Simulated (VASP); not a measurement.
Set up this calculation in VASP 6.6.1, as the native input.

- Task: single point
- Functional: r2SCAN
- Dispersion: rVV10
- Potentials or basis: VASP PAW PBE potentials, release 64 (Pb_d, Se)
- Cutoff: 520 eV
- k mesh: 8 × 8 × 8
- Occupations: fermi-dirac, width 0.05 eV
- Spin: no spin polarisation
- Dipole correction: no
- Further INCAR settings: ALGO = Normal; EDIFF = 1e-06; NBANDS = 17

PbSe (Clausthalite):

```xyz
2
Lattice="0.0000 3.0809 3.0809 3.0809 0.0000 3.0809 3.0809 3.0809 0.0000" Properties=species:S:1:pos:R:3 pbc="T T T"
Pb    0.0000    0.0000    0.0000
Se    3.0809    3.0809    3.0809
```

One way to write it, as run:

POSCAR

```
PbSe
1.0
    0.0000000000      3.0809197960      3.0809197960
    3.0809197960      0.0000000000      3.0809197960
    3.0809197960      3.0809197960      0.0000000000
Pb Se
1 1
Direct
    0.0000000000      0.0000000000      0.0000000000
    0.5000000000      0.5000000000      0.5000000000
```

INCAR.step1

```
SYSTEM = PbSe
PREC = Accurate
ENCUT = 520
ISMEAR = -1
SIGMA = 0.05
LREAL = .FALSE.
LASPH = .TRUE.
NELM = 100
NBANDS = 17
GGA = PE
ALGO = Normal
EDIFF = 1E-4
LWAVE = .TRUE.
LCHARG = .FALSE.
```

INCAR.step2

```
SYSTEM = PbSe
PREC = Accurate
ENCUT = 520
EDIFF = 1E-6
ISMEAR = -1
SIGMA = 0.05
LREAL = .FALSE.
LASPH = .TRUE.
NELM = 100
ALGO = Normal
ISIF = 2
LWAVE = .FALSE.
LCHARG = .FALSE.
METAGGA = R2SCAN
LMIXTAU = .TRUE.
LUSE_VDW = .TRUE.
IVDW_NL = 2
BPARAM = 11.95
CPARAM = 0.0093
NBANDS = 17
ISTART = 1
```

KPOINTS

```
regular mesh
0
G
  8 8 8
  0 0 0
```

Potentials or basis: VASP PAW PBE potentials, release 64 (Pb_d, Se).

Command:

```bash
$ cat potpaw_PBE.64/Pb_d/POTCAR potpaw_PBE.64/Se/POTCAR > POTCAR
$ cp INCAR.step1 INCAR
$ mpirun -np 1 vasp_std > vasp.out
$ cp INCAR.step2 INCAR
$ mpirun -np 1 vasp_std > vasp.out
```

It gave:

The pressure is -0.4 GPa. The band gap on the k mesh is 0.61 eV, direct.

Caveat: the PAW data sets were made with another functional, which shifts forces and pressure a little; spin-orbit coupling is left out, which moves the levels of the heavy elements.

Wall time 98 s on 1 thread of Intel(R) Xeon(R) Platinum 8259CL CPU @ 2.50GHz (Skylake/Cascade Lake), with other jobs on the host, peak memory 0.33 GiB.
